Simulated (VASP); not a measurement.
# CuO (C2/c) in VASP: notebook, part 2 of 2

VASP 6.6.1. The steps go on from the part before.

### 3 Single point, PBE

INCAR

```
  PREC = Accurate
  ENCUT = 520
  EDIFF = 1E-6
  ISMEAR = 0
  SIGMA = 0.1
  LREAL = False
  LASPH = True
  NELM = 60
  ALGO = Normal
  ISIF = 2
  LWAVE = False
  LCHARG = False
  GGA = PE
  NBANDS = 25
```

KPOINTS

```
Automatic mesh
0
Gamma
  16 16 8
```

POSCAR

```
CuO
1.0
    2.3418500000     -1.7113000000      0.0000000000
    2.3418500000      1.7113000000      0.0000000000
   -0.8500274268      0.0000000000      5.0578693947
Cu O
2 2
Direct
    0.0000000000      0.5000000000      0.0000000000
    0.5000000000      0.0000000000      0.5000000000
    0.5665017710      0.4334982290      0.2500000000
    0.4334982290      0.5665017710      0.7500000000
```

Potentials or basis: VASP PAW PBE potentials, release 64 (Cu, O).

On the command line:

```console
> cat potpaw_PBE.64/Cu/POTCAR potpaw_PBE.64/O/POTCAR > POTCAR
> mpirun -np 1 vasp_std > vasp.out
```

OUTCAR:

```text
PREC = Accurate
   ENCUT = 520
   EDIFF = 1E-6
   ISMEAR = 0
   LREAL = False
   LASPH = True
   NELM = 60
   ISIF = 2
   GGA = PE

 ion  position               nearest neighbor table
   1  0.000  0.500  0.000-   3 1.92   4 1.92   4 1.98   3 1.98
   2  0.500  0.000  0.500-   4 1.92   3 1.92   4 1.98   3 1.98
   3  0.567  0.433  0.250-   2 1.92   1 1.92   2 1.98   1 1.98
   4  0.433  0.567  0.750-   1 1.92   2 1.92   2 1.98   1 1.98

  LATTYP: Found a base centered monoclinic cell.
 ALAT       =     4.6837000000
 B/A-ratio  =     0.7307470589
 C/A-ratio  =     1.0950317057
 COS(beta)  =    -0.1657361228

  Lattice vectors:

 A1 = (   2.3418500000,  -1.7113000000,   0.0000000000)
 A2 = (   2.3418500000,   1.7113000000,   0.0000000000)
 A3 = (  -0.8500274268,   0.0000000000,   5.0578693947)

Analysis of symmetry for initial positions (statically):
=====================================================================
 Subroutine PRICEL returns:
 Original cell was already a primitive cell.

 Routine SETGRP: Setting up the symmetry group for a
 base centered monoclinic supercell.

 Subroutine GETGRP returns: Found  4 space group operations
 (whereof  2 operations were pure point group operations)
 out of a pool of  4 trial point group operations.

The static configuration has the point symmetry S_2 .
 The point group associated with its full space group is C_2h.

Analysis of symmetry for dynamics (positions and initial velocities):
=====================================================================
 Subroutine PRICEL returns:
 Original cell was already a primitive cell.

 Routine SETGRP: Setting up the symmetry group for a
 base centered monoclinic supercell.

 Subroutine GETGRP returns: Found  4 space group operations
 (whereof  2 operations were pure point group operations)
 out of a pool of  4 trial point group operations.

The dynamic configuration has the point symmetry S_2 .
 The point group associated with its full space group is C_2h.
[... 116 lines left out ...]
   EMIN   =  10.00;   EMAX   =-10.00  energy-range for DOS
   EFERMI =   0.00;   METHOD = LEGACY
   ISMEAR =     0;   SIGMA  =   0.10  broadening in eV -4-tet -1-fermi 0-gaus
   EFERMI_NEDOS =   21; number of points for ismear=-14 and -15
   IALGO  =     38    algorithm
   IMIX   =      4    mixing-type and parameters
     AMIX     =   0.40;   BMIX     =  1.00
     AMIX_MAG =   1.60;   BMIX_MAG =  1.00
  volume/ion in A,a.u.               =      10.13        68.39
  Fermi-wavevector in a.u.,A,eV,Ry     =   1.543856  2.917465 32.429379  2.383492
  Thomas-Fermi vector in A             =   2.649460
   LORBIT       =      0    0 simple, 1 ext, 2 COOP (PROOUT), +10 PAW based schemes
   GGA     = PE    functional components
   LHFCALC =     F    Hartree Fock is set to
   AEXX    =    0.0000 exact exchange contribution
   IVDW    =     0    specifies the selected vdW correction
   LEPSILON=     F    determine dielectric tensor
   LRPA    =     F    only Hartree local field effects (RPA)
 non-spin polarized calculation
 Gauss-broadening in eV      SIGMA  =   0.10
  energy-cutoff  :      520.00
  volume of cell :       40.54
 maximum number of plane-waves:      1129
 NGX is ok and might be reduce to    24
   NGX = 11   NGY = 11   NGZ = 19

 number of electron      34.0000002 magnetization

 Free energy of the ion-electron system (eV)
  ---------------------------------------------------
  ext. energy  EPLUGINS =         0.00000000
  ---------------------------------------------------
  free energy    TOTEN  =       -19.53789040 eV

  energy without entropy =      -19.52669750  energy(sigma->0) =      -19.53229395

 E-fermi :   5.7585     XC(G=0): -11.9058

 val. band max:        5.7561355965   @ k =  -0.0625   0.0625   0.3750
 cond. band min:       5.7598863462   @ k =   0.3750   0.2500   0.5000
 fundamental gap:      0.0037507497
 Fermi energy:         5.7584542595

 k-point     1 :       0.0000    0.0000    0.0000
  band No.  band energies     occupation
      1     -14.2594      2.00000
      2     -12.9031      2.00000
      3      -2.4987      2.00000
      4       0.1121      2.00000
      5       0.5304      2.00000
      6       2.3485      2.00000
[... 661 lines left out ...]
     24      21.2233      0.00000
     25      22.5070      0.00000

 [... further k-points ...]
[... 5 lines left out ...]
  --------------------------------------------------------------------------------------
  -------------------------------------------------------------------------------------
  Total        1.6873126      2.2997790      2.0374116      0.0000000      0.0000000      0.2456169
  in kB       66.6842547     90.8895294     80.5205109      0.0000000      0.0000000      9.7070206
  external PRESSURE =      79.3647650 kB  Pullay stress =       0.0000000 kB

 VOLUME and BASIS-vectors are now :
 -----------------------------------------------------------------------------
  energy-cutoff  :      520.00
  volume of cell :       40.54
      direct lattice vectors                 reciprocal lattice vectors
     2.341850000 -1.711300000  0.000000000     0.213506416 -0.292175539  0.035881968
     2.341850000  1.711300000  0.000000000     0.213506416  0.292175539  0.035881968
    -0.850027427  0.000000000  5.057869395     0.000000000  0.000000000  0.197711709

 POSITION                                       TOTAL-FORCE (eV/Angst)
 -----------------------------------------------------------------------------------
      1.17092      0.85565      0.00000        -0.000000     -0.000000      0.000000
      0.74591     -0.85565      2.52893        -0.000000     -0.000000      0.000000
      2.12934     -0.22761      1.26447         0.000000     -0.051073     -0.000000
      1.70433      0.22761      3.79340        -0.000000      0.051073      0.000000
 -----------------------------------------------------------------------------------
    total drift:                                0.000000     -0.000000     -0.000000

  FREE ENERGIE OF THE ION-ELECTRON SYSTEM (eV)
  ---------------------------------------------------
  free  energy   TOTEN  =       -19.5378904025 eV

  energy  without entropy=      -19.5266974998  energy(sigma->0) =      -19.53229395
```

Run time: 12 min. Hardware: 1 thread of Intel Xeon Platinum 8375C at 2.90GHz (Ice Lake), shared host; peak memory 0.54 GiB.

Results:

```
Free energy            : -19.5379 eV
Pressure               : 7.9 GPa
Largest force          : 0.051 eV/Å
Band gap on the k mesh : zero (band 17 reaches 6.07 eV, above the bottom of band 18 at 5.29 eV)
```

Forces on the atoms (eV/Å):
```
Cu   0.000  0.000  0.000
Cu   0.000  0.000  0.000
O    0.000 -0.051  0.000
O    0.000  0.051  0.000
```

Levels at points of the mesh, in eV from the Fermi level:
```csv
k point,band 15,band 16,band 17,band 18,band 19,band 20
"(0.00, 0.00, 0.00)",-2.23,-1.72,0.20,0.95,1.76,6.11
"(0.50, 0.00, 0.00)",-1.56,-1.47,0.06,0.27,4.63,6.28
"(0.50, 0.50, 0.00)",-1.70,-1.26,-0.73,1.07,3.20,7.22
"(0.00, 0.00, 0.50)",-1.57,-1.57,0.23,0.23,3.94,3.94
"(0.50, 0.00, 0.50)",-1.78,-1.67,-0.10,0.71,5.08,6.62
"(0.50, 0.50, 0.50)",-1.37,-1.37,-0.45,-0.45,5.12,5.12
```

Caveat: semilocal functionals often make such compounds metallic where correlation or magnetic order opens a gap, which also shifts bond lengths. With open d or f shells a metallic result of PBE can be an artefact of self-interaction; +U or a hybrid may open a gap.
